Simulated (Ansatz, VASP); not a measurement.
**Two plane-wave programs on HfN**

The input INCAR:

```
PREC = Accurate
ENCUT = 600
EDIFF = 1E-7
ISMEAR = 1
SIGMA = 0.1
LREAL = F
LASPH = T
NELM = 80
ALGO = Normal
ISIF = 3
LWAVE = F
LCHARG = F
GGA = PE
IBRION = 2
NSW = 80
EDIFFG = -0.01
```

Contents of KPOINTS:

```
Automatic mesh
0
Gamma
  10 10 10
```

File POSCAR:

```
HfN
1.0
    0.0000000000      2.2560000000      2.2560000000
    2.2560000000      0.0000000000      2.2560000000
    2.2560000000      2.2560000000      0.0000000000
Hf N
1 1
Direct
    0.0000000000      0.0000000000      0.0000000000
    0.5000000000      0.5000000000      0.5000000000
```

Input for Ansatz:

```yaml
crystal:
  lattice:
    - [0.0, 2.256, 2.256]
    - [2.256, 0.0, 2.256]
    - [2.256, 2.256, 0.0]
  atoms:
    - { symbol: Hf, position: [0.0, 0.0, 0.0] }
    - { symbol: "N", position: [0.5, 0.5, 0.5] }
kpoints:
  mp_grid:
    grid: [10, 10, 10]
hamiltonian:
  xc: pbe
  dispersion: none
scf:
  occupations:
    method: cold
relax:
  cell: {}
```

Alike in both runs: task relaxation of cell and atoms; functional PBE; k mesh 10 × 10 × 10; no spin polarisation.

|  | VASP | Ansatz |
| --- | --- | --- |
| version | VASP 6.6.1 | Ansatz 0.2.0 |
| potentials or method | VASP PAW PBE potentials, release 64 (Hf_pv, N) | plane waves, PAW |
| plane-wave cutoff (eV) | 600 | 420 |
| occupations | methfessel-paxton of order 1, width 0.1 eV | cold |
| valence electrons in the cell | 15 | 31 |

Ansatz gave:

| Quantity | Value |
| --- | --- |
| relaxed volume (Å³/atom) | 11.76 |
| relaxed cell length with the largest relative difference (Å) | 3.216 |

Estimate VASP's values.

relaxed volume (Å³/atom): 11.65; relaxed cell length with the largest relative difference (Å): 3.206.

VASP's potentials hold 15 valence electrons a cell and Ansatz's 31, so a difference there can come from the potentials and not from the codes.

Neither program's run includes spin-orbit coupling.
